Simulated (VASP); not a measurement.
Input of a VASP 6.6.1 run:

Contents of INCAR:

```
SYSTEM = Li2S
ALGO     = Normal         ! electronic algorithm
EDIFF    = 1E-6           ! SCF threshold, eV
ENCUT    = 750            ! plane-wave cutoff, eV
GGA      = CA             ! functional
GGA_COMPAT= .False.      
ISIF     = 2              ! what is computed and relaxed
ISMEAR   = 0              ! smearing method
LASPH    = .True.         ! aspherical terms in the spheres
LCHARG   = .False.        ! write CHGCAR
LREAL    = .False.        ! projectors in reciprocal space
LWAVE    = .False.        ! write WAVECAR
NBANDS   = 13             ! bands
NELM     = 120            ! most SCF steps
PREC     = Accurate       ! precision mode
SIGMA    = 0.01           ! smearing width, eV
```

File KPOINTS:

```
k-points
0
Gamma
  8 8 8
  0 0 0
```

The input POSCAR:

```
Li2S
1.0
    0.0000000000      2.8452943326      2.8452943326
    2.8452943326      0.0000000000      2.8452943326
    2.8452943326      2.8452943326      0.0000000000
S Li
1 2
Direct
    0.0000000000      0.0000000000      0.0000000000
    0.2500000000      0.2500000000      0.2500000000
    0.7500000000      0.7500000000      0.7500000000
```

Potentials or basis: VASP PAW LDA potentials, release 64 (S, Li_sv).

Launch:

```sh
$ cat potpaw_LDA.64/S/POTCAR potpaw_LDA.64/Li_sv/POTCAR > POTCAR
$ mpirun -np 1 vasp_std > vasp.out
```

Q: Predict the pressure.

A: -2.8 GPa.

Q: What does it give for the band gap on the k mesh?

A: 3.17 eV, indirect (least direct gap 4.08 eV).

A k mesh can miss the band edges.
